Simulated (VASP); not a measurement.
Ti, 2 atoms in the cell. It takes space group P6_3/mmc (No. 194, hexagonal). Conventional cell: a = 3.068 Å, b = 3.068 Å, c = 5.061 Å, α = 90.00°, β = 90.00°, γ = 120.00°. Within 4.0 Å of Ti (site symmetry -6m2) lie 12 Ti at 3.07 to 3.09 Å.  This cell differs from its parent crystal: strain +0.040 along x and y, +0.080 along z.

```yaml
Program: VASP 6.6.1
Task: single point
Functional: PBEsol
Potentials_or_basis: VASP PAW PBE potentials, release 64 (Ti_sv)
Cutoff: 520 eV
k_mesh: 18 × 18 × 10
Occupations: gaussian, width 0.15 eV
Spin: no spin polarisation
Dipole_correction: no
Further_INCAR_settings: ALGO = Fast; EDIFF = 1e-06; NBANDS = 19
```

Potentials or basis: VASP PAW PBE potentials, release 64 (Ti_sv).

Launch:

```sh
$ cat potpaw_PBE.64/Ti_sv/POTCAR > POTCAR
$ mpirun -np 1 vasp_std > vasp.out
```

Hardware: 1 thread of Intel(R) Xeon(R) Platinum 8488C (Sapphire Rapids), on a shared host.

Q: How long does it take, and how much memory?

A: It took 4.2 min on 1 thread of Intel(R) Xeon(R) Platinum 8488C (Sapphire Rapids) (shared host), peak memory 0.26 GiB. Counts: scf iterations 36, k points 222.
